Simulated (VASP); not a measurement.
# Sb (Pm-3m) in VASP: a series of runs, part 2 of 2

VASP 6.6.1.

**3. Single point, PBE (volume scaled by 1.02)**

INCAR reads:

```
SYSTEM = Sb
  PREC = Accurate
  ENCUT = 520
  EDIFF = 1E-6
  ISMEAR = -1
  SIGMA = 0.05
  LREAL = .FALSE.
  LASPH = .TRUE.
  NELM = 100
  ALGO = Normal
  ISIF = 2
  LWAVE = .FALSE.
  LCHARG = .FALSE.
  GGA = PE
  NBANDS = 8
```

KPOINTS reads:

```
regular mesh
0
G
  8 8 8
  0 0 0
```

POSCAR reads:

```
Sb
1.0
    3.1809277622      0.0000000000      0.0000000000
    0.0000000000      3.1809277622      0.0000000000
    0.0000000000      0.0000000000      3.1809277622
Sb
1
Direct
    0.0000000000      0.0000000000      0.0000000000
```

Potentials or basis: VASP PAW PBE potentials, release 64 (Sb).

The run is started by

```
cat potpaw_PBE.64/Sb/POTCAR > POTCAR
mpirun -np 1 vasp_std > vasp.out
```

OUTCAR:

```text
SYSTEM = Sb
   PREC = Accurate
   ENCUT = 520
   EDIFF = 1E-6
   ISMEAR = -1
   LREAL = .FALSE.
   LASPH = .TRUE.
   NELM = 100
   ISIF = 2
   GGA = PE

 ion  position               nearest neighbor table
   1  0.000  0.000  0.000-

  LATTYP: Found a simple cubic cell.
 ALAT       =     3.1809277622

  Lattice vectors:

 A1 = (   3.1809277622,   0.0000000000,   0.0000000000)
 A2 = (   0.0000000000,   3.1809277622,   0.0000000000)
 A3 = (   0.0000000000,   0.0000000000,   3.1809277622)

Analysis of symmetry for initial positions (statically):
=====================================================================
 Subroutine PRICEL returns:
 Original cell was already a primitive cell.

 Routine SETGRP: Setting up the symmetry group for a
 simple cubic supercell.

 Subroutine GETGRP returns: Found 48 space group operations
 (whereof 48 operations were pure point group operations)
 out of a pool of 48 trial point group operations.

The static configuration has the point symmetry O_h .

Analysis of symmetry for dynamics (positions and initial velocities):
=====================================================================
 Subroutine PRICEL returns:
 Original cell was already a primitive cell.

 Routine SETGRP: Setting up the symmetry group for a
 simple cubic supercell.

 Subroutine GETGRP returns: Found 48 space group operations
 (whereof 48 operations were pure point group operations)
 out of a pool of 48 trial point group operations.

The dynamic configuration has the point symmetry O_h .

 Subroutine INISYM returns: Found 48 space group operations
 (whereof 48 operations are pure point group operations),
 and found     1 'primitive' translations

----------------------------------------------------------------------------------------

                                     Primitive cell

  volume of cell :      32.1856

  direct lattice vectors                    reciprocal lattice vectors
     3.180927762  0.000000000  0.000000000     0.314373691  0.000000000  0.000000000
     0.000000000  3.180927762  0.000000000     0.000000000  0.314373691  0.000000000
     0.000000000  0.000000000  3.180927762     0.000000000  0.000000000  0.314373691

  length of vectors
     3.180927762  3.180927762  3.180927762     0.314373691  0.314373691  0.314373691

  position of ions in fractional coordinates (direct lattice)
     0.000000000  0.000000000  0.000000000

  ion indices of the primitive-cell ions
   primitive index   ion index
                 1           1

----------------------------------------------------------------------------------------

 KPOINTS: regular mesh

Automatic generation of k-mesh.
 Grid dimensions read from file:
 generate k-points for:    8    8    8

 Generating k-lattice:

  Cartesian coordinates                     Fractional coordinates (reciprocal lattice)
     0.039296711  0.000000000  0.000000000     0.125000000  0.000000000  0.000000000
     0.000000000  0.039296711  0.000000000     0.000000000  0.125000000  0.000000000
     0.000000000  0.000000000  0.039296711     0.000000000  0.000000000  0.125000000

  Length of vectors
     0.039296711  0.039296711  0.039296711

  Shift w.r.t. Gamma in fractional coordinates (k-lattice)
     0.000000000  0.000000000  0.000000000

 Subroutine IBZKPT returns following result:
 ===========================================

 Found     35 irreducible k-points:

 Following reciprocal coordinates:
            Coordinates               Weight
  0.000000  0.000000  0.000000      1.000000
  0.125000  0.000000  0.000000      6.000000
  0.250000  0.000000  0.000000      6.000000
  0.375000  0.000000  0.000000      6.000000
  0.500000  0.000000  0.000000      3.000000
  0.125000  0.125000  0.000000     12.000000
[... 16 lines left out ...]
  0.375000  0.375000  0.125000     24.000000
  0.500000  0.375000  0.125000     24.000000
 [... further k-points ...]
   k-points           NKPTS =     35   k-points in BZ     NKDIM =     35   number of bands    NBANDS=      8
   number of dos      NEDOS =    301   number of ions     NIONS =      1
   total plane-waves  NPLWV =  13824
   dimension x,y,z NGX =    24 NGY =   24 NGZ =   24
   dimension x,y,z NGXF=    48 NGYF=   48 NGZF=   48
   ions per type =               1
   NGX,Y,Z   is equivalent  to a cutoff of  12.54, 12.54, 12.54 a.u.
   NGXF,Y,Z  is equivalent  to a cutoff of  25.09, 25.09, 25.09 a.u.
 SYSTEM =  Sb
   PREC   = accura    normal or accurate (medium, high low for compatibility)
   ISTART =      0    job   : 0-new  1-cont  2-samecut
   ICHARG =      2    charge: 1-file 2-atom 10-const
   ISPIN  =      1    spin polarized calculation?
   LNONCOLLINEAR =      F non collinear calculations
   LSORBIT =      F    spin-orbit coupling
   LASPH  =      T    aspherical Exc in radial PAW
   ENCUT  =  520.0 eV  38.22 Ry    6.18 a.u.   5.91  5.91  5.91*2*pi/ulx,y,z
   NELM   =    100;   NELMIN=  2; NELMDL= -5     # of ELM steps
   EDIFF  = 0.1E-05   stopping-criterion for ELM
   LREAL  =      F    real-space projection
   EDIFFG = 0.1E-04   stopping-criterion for IOM
   NSW    =      0    number of steps for IOM
   IBRION =     -1    ionic relax: 0-MD 1-quasi-New 2-CG
   NFREE  =      0    steps in history (QN), initial steepest desc. (CG)
   ISIF   =      2    stress and relaxation
   ISYM   =      2    0-nonsym 1-usesym 2-fastsym
   POTIM  = 0.5000    time-step for ionic-motion
   TEBEG  =    0.0;   TEEND  =   0.0 temperature during run
   PSTRESS=    0.0 pullay stress
   NELECT =       5.0000    total number of electrons
   NUPDOWN=      -1.0000    fix difference up-down
   EMIN   =  10.00;   EMAX   =-10.00  energy-range for DOS
   EFERMI =   0.00;   METHOD = LEGACY
   ISMEAR =    -1;   SIGMA  =   0.05  broadening in eV -4-tet -1-fermi 0-gaus
   EFERMI_NEDOS =   21; number of points for ismear=-14 and -15
   IALGO  =     38    algorithm
   IMIX   =      4    mixing-type and parameters
     AMIX     =   0.40;   BMIX     =  1.00
     AMIX_MAG =   1.60;   BMIX_MAG =  1.00
  volume/ion in A,a.u.               =      32.19       217.20
  Fermi-wavevector in a.u.,A,eV,Ry     =   0.880057  1.663067 10.537728  0.774501
  Thomas-Fermi vector in A             =   2.000366
   LORBIT       =      0    0 simple, 1 ext, 2 COOP (PROOUT), +10 PAW based schemes
   GGA     = PE    functional components
   LHFCALC =     F    Hartree Fock is set to
   AEXX    =    0.0000 exact exchange contribution
   IVDW    =     0    specifies the selected vdW correction
   LEPSILON=     F    determine dielectric tensor
   LRPA    =     F    only Hartree local field effects (RPA)
 non-spin polarized calculation
  energy-cutoff  :      520.00
  volume of cell :       32.19
 maximum number of plane-waves:       912
 NGX is ok and might be reduce to    24
   NGX = 11   NGY = 11   NGZ = 11

 number of electron       5.0000001 magnetization

 Free energy of the ion-electron system (eV)
  ---------------------------------------------------
  ext. energy  EPLUGINS =         0.00000000
  ---------------------------------------------------
  free energy    TOTEN  =        -4.05841841 eV

  energy without entropy =       -4.05109591  energy(sigma->0) =       -4.05475716

 E-fermi :   6.1612     XC(G=0):  -9.3061

 val. band max:        6.1524469652   @ k =   0.3750   0.2500   0.1250
 cond. band min:       6.3621678074   @ k =   0.2500   0.2500   0.2500
 fundamental gap:      0.2097208421
 Fermi energy:         6.1612277879

 k-point     1 :       0.0000    0.0000    0.0000
  band No.  band energies     occupation
      1      -5.6194      2.00000
      2       9.2819      0.00000
      3       9.2819      0.00000
      4       9.2819      0.00000
      5      13.0598      0.00000
      6      13.0598      0.00000
      7      14.0151      0.00000
      8      23.4088      0.00000

 k-point     2 :       0.1250    0.0000    0.0000
  band No.  band energies     occupation
      1      -5.4120      2.00000
      2       7.2482      0.00000
      3       9.4804      0.00000
      4       9.4804      0.00000
      5      13.2320      0.00000
      6      13.8025      0.00000
      7      15.8013      0.00000
      8      21.8405      0.00000
[... 221 lines left out ...]
 k-point    23 :       0.3750    0.3750    0.1250
  band No.  band energies     occupation
      1      -2.0932      2.00000
      2       3.7140      2.00000
      3       3.9654      2.00000
      4      10.2290      0.00000
      5      10.5833      0.00000
      6      16.3478      0.00000
      7      16.7150      0.00000
      8      19.1278      0.00000

 k-point    24 :       0.5000    0.3750    0.1250
  band No.  band energies     occupation
      1      -1.5558      2.00000
      2       2.8032      2.00000
      3       4.2502      2.00000
      4       9.6846      0.00000
      5      10.7031      0.00000
      6      15.7848      0.00000
      7      17.0304      0.00000
      8      19.6652      0.00000

 [... further k-points ...]
[... 5 lines left out ...]
  --------------------------------------------------------------------------------------
  -------------------------------------------------------------------------------------
  Total       -0.6356881     -0.6356881     -0.6356881     -0.0000000     -0.0000000      0.0000000
  in kB      -31.6441351    -31.6441351    -31.6441351     -0.0000000     -0.0000000      0.0000000
  external PRESSURE =     -31.6441351 kB  Pullay stress =       0.0000000 kB

 VOLUME and BASIS-vectors are now :
 -----------------------------------------------------------------------------
  energy-cutoff  :      520.00
  volume of cell :       32.19
      direct lattice vectors                 reciprocal lattice vectors
     3.180927762  0.000000000  0.000000000     0.314373691  0.000000000  0.000000000
     0.000000000  3.180927762  0.000000000     0.000000000  0.314373691  0.000000000
     0.000000000  0.000000000  3.180927762     0.000000000  0.000000000  0.314373691

 POSITION                                       TOTAL-FORCE (eV/Angst)
 -----------------------------------------------------------------------------------
      0.00000      0.00000      0.00000         0.000000      0.000000      0.000000
 -----------------------------------------------------------------------------------
    total drift:                               -0.000000      0.000000      0.000000

  FREE ENERGIE OF THE ION-ELECTRON SYSTEM (eV)
  ---------------------------------------------------
  free  energy   TOTEN  =        -4.0584184064 eV

  energy  without entropy=       -4.0510959141  energy(sigma->0) =       -4.05475716
```

OSZICAR:

```text
N       E                     dE             d eps       ncg     rms          rms(c)
DAV:   1     0.564176874417E+01    0.56418E+01   -0.17046E+03   560   0.416E+02
DAV:   2    -0.394436764748E+01   -0.95861E+01   -0.94388E+01   808   0.537E+01
DAV:   3    -0.405350903217E+01   -0.10914E+00   -0.10912E+00   608   0.661E+00
DAV:   4    -0.405402780151E+01   -0.51877E-03   -0.51877E-03   896   0.574E-01
DAV:   5    -0.405402979566E+01   -0.19941E-05   -0.19947E-05   664   0.218E-02    0.168E+00
DAV:   6    -0.405656425593E+01   -0.25345E-02   -0.12690E-03   688   0.212E-01    0.987E-01
DAV:   7    -0.405836423833E+01   -0.18000E-02   -0.29348E-03   608   0.319E-01    0.780E-02
DAV:   8    -0.405841511857E+01   -0.50880E-04   -0.91938E-05   720   0.644E-02    0.725E-03
DAV:   9    -0.405841812909E+01   -0.30105E-05   -0.23616E-06   760   0.986E-03    0.218E-03
DAV:  10    -0.405841840639E+01   -0.27730E-06   -0.97540E-07   720   0.508E-03
   1 F= -.40584184E+01 E0= -.40547572E+01  d E =-.732249E-02
```

stdout:

```text
POSCAR found type information on POSCAR Sb
 POSCAR found :  1 types and       1 ions
 scaLAPACK will be used
 LDA part: xc-table for (Slater+PW92), standard interpolation
 POSCAR, INCAR and KPOINTS ok, starting setup
 FFT: planning ... GRIDC
 FFT: planning ... GRID_SOFT
 FFT: planning ... GRID
 WAVECAR not read
 entering main loop
```

Wall time 3.7 s (1 thread of Intel Xeon Platinum 8259CL at 2.50GHz (Skylake/Cascade Lake), shared host); peak memory 0.13 GiB.

What came out:

```
Free energy : -4.0584 eV
Pressure    : -3.2 GPa
```

Levels at points of the mesh, in eV from the Fermi level:
```csv
k point,band 1,band 2,band 3,band 4,band 5,band 6,band 7,band 8
"(0.00, 0.00, 0.00)",-11.78,3.12,3.12,3.12,6.90,6.90,7.85,17.25
"(0.50, 0.00, 0.00)",-9.63,-5.02,4.89,4.89,8.84,10.44,10.98,11.26
"(0.50, 0.50, 0.00)",-7.37,-3.16,-3.16,2.51,6.65,12.29,13.05,13.05
"(0.50, 0.50, 0.50)",-4.91,-1.42,-1.42,-1.42,4.99,4.99,4.99,7.17
```

Caveat: spin-orbit coupling is left out, which moves the levels of the heavy elements.

**4. Single point, PBE (volume scaled by 1.04)**

INCAR reads:

```
SYSTEM = Sb
PREC     = Accurate       ! precision mode
ENCUT    = 520            ! plane-wave cutoff, eV
EDIFF    = 1E-7           ! SCF threshold, eV
ISMEAR   = -1             ! smearing method
SIGMA    = 0.05           ! smearing width, eV
LREAL    = .False.        ! projectors in reciprocal space
LASPH    = .True.         ! aspherical terms in the spheres
NELM     = 100            ! most SCF steps
ALGO     = Normal         ! electronic algorithm
ISIF     = 2              ! what is computed and relaxed
LWAVE    = .False.        ! write WAVECAR
LCHARG   = .False.        ! write CHGCAR
GGA      = PE             ! functional
NBANDS   = 8              ! bands
```

KPOINTS reads:

```
Automatic mesh
0
Gamma
  8 8 8
  0 0 0
```

POSCAR reads:

```
Sb
1.0
    3.2015837161      0.0000000000      0.0000000000
    0.0000000000      3.2015837161      0.0000000000
    0.0000000000      0.0000000000      3.2015837161
Sb
1
Direct
    0.0000000000      0.0000000000      0.0000000000
```

The run is started by

```
cat potpaw_PBE.64/Sb/POTCAR > POTCAR
mpirun -np 1 vasp_std > vasp.out
```

Run time: 4 s. Hardware: 1 thread of Intel Xeon Platinum 8259CL at 2.50GHz (Skylake/Cascade Lake), shared host; peak memory 0.14 GiB.

It converged, with:

```yaml
Free_energy: -4.0444 eV
Pressure: -3.9 GPa
```

Levels at points of the mesh, in eV from the Fermi level:
```tsv
k point	band 1	band 2	band 3	band 4	band 5	band 6
(0.00, 0.00, 0.00)	-11.65	3.07	3.07	3.07	6.88	6.88
(0.50, 0.00, 0.00)	-9.56	-4.90	4.78	4.78	8.79	10.38
(0.50, 0.50, 0.00)	-7.38	-3.08	-3.08	2.57	6.48	12.14
(0.50, 0.50, 0.50)	-5.01	-1.39	-1.39	-1.39	5.01	5.01
```

Caveat: spin-orbit coupling is left out, which moves the levels of the heavy elements.

**5. The runs side by side**

```tsv
cell	gap on the mesh (eV)	pressure (GPa)
a = 3.160 Å, 1 atom	none	-2.3
a = 3.181 Å, 1 atom	none	-3.2
a = 3.202 Å, 1 atom	none	-3.9
```

Alike in all rows: task single point; level PBE; potentials or basis VASP PAW PBE potentials, release 64 (Sb); no spin polarisation; k mesh 8 × 8 × 8; cutoff (eV) 520; smearing fermi-dirac 0.05 eV.

Caveats: spin-orbit coupling is left out, which moves the levels of the heavy elements.

Total energies depend on the potentials used, so only differences within one code and one set of settings carry meaning.
